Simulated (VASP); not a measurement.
Input of a VASP 6.6.1 run:

INCAR

```
  PREC = Accurate
  ENCUT = 520
  EDIFF = 1E-6
  ISMEAR = 0
  SIGMA = 0.01
  LREAL = F
  LASPH = T
  NELM = 80
  ALGO = Normal
  ISIF = 2
  LWAVE = F
  LCHARG = F
  GGA = PE
  NBANDS = 15
```

KPOINTS

```
regular mesh
0
Gamma
  6 6 6
```

The input POSCAR:

```
KI
1.0
    0.0000000000      3.5548823655      3.5548823655
    3.5548823655      0.0000000000      3.5548823655
    3.5548823655      3.5548823655      0.0000000000
K I
1 1
Direct
    0.0000000000      0.0000000000      0.0000000000
    0.5000000000      0.5000000000      0.5000000000
```

Potentials or basis: VASP PAW PBE potentials, release 64 (K_sv, I).

Launch:

```sh
$ cat potpaw_PBE.64/K_sv/POTCAR potpaw_PBE.64/I/POTCAR > POTCAR
$ mpirun -np 1 vasp_std > vasp.out
```

Estimate the band gap on the k mesh.

3.92 eV, direct.

Predict the pressure.

0.4 GPa.

Caveat: spin-orbit coupling is left out, which moves the levels of the heavy elements.
